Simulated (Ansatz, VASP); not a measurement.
**BeTe: VASP beside Ansatz**

```xyz
4
Lattice="3.9119 0.0000 0.0000 0.0000 3.9119 0.0000 0.0000 0.0000 7.4258" Properties=species:S:1:pos:R:3 pbc="T T T"
Be    0.0000    0.0000    3.7129
Be    1.9560    1.9560    3.7129
Te    1.9560    0.0000    5.2436
Te    0.0000    1.9560    2.1822
```

Alike in both runs: task single point; functional PBE; k mesh 8 × 8 × 4; occupations gaussian, width 0.02 eV; no spin polarisation.

```csv
,VASP,Ansatz
version,VASP 6.6.1,Ansatz 0.2.0
potentials or method,"VASP PAW PBE potentials, release 64 (Be, Te), cutoff 520 eV","scalar-relativistic, plane waves, PAW"
valence electrons in the cell,16,36
```

|  | VASP | Ansatz | Ansatz less VASP |
| --- | --- | --- | --- |
| gap on the k mesh at the Fermi level (eV) | 2.11 | 2.12 | +0.016 |
| least direct gap on the mesh (eV) | 2.11 | 2.12 | +0.016 |
| pressure (GPa) | 0.1 | 0.0 | -0.14 |
| traceless stress, the component that is largest in VASP (GPa) | 0.07 | 0.01 | -0.061 |
| rms of the force components (eV/Å) | 0.020 | 0.001 | -0.0193 |

Atom by atom the forces differ by 0.019 eV/Å (rms over components). VASP's potentials hold 16 valence electrons a cell and Ansatz's 36, so a difference there can come from the potentials and not from the codes.

Spin-orbit coupling is off throughout.
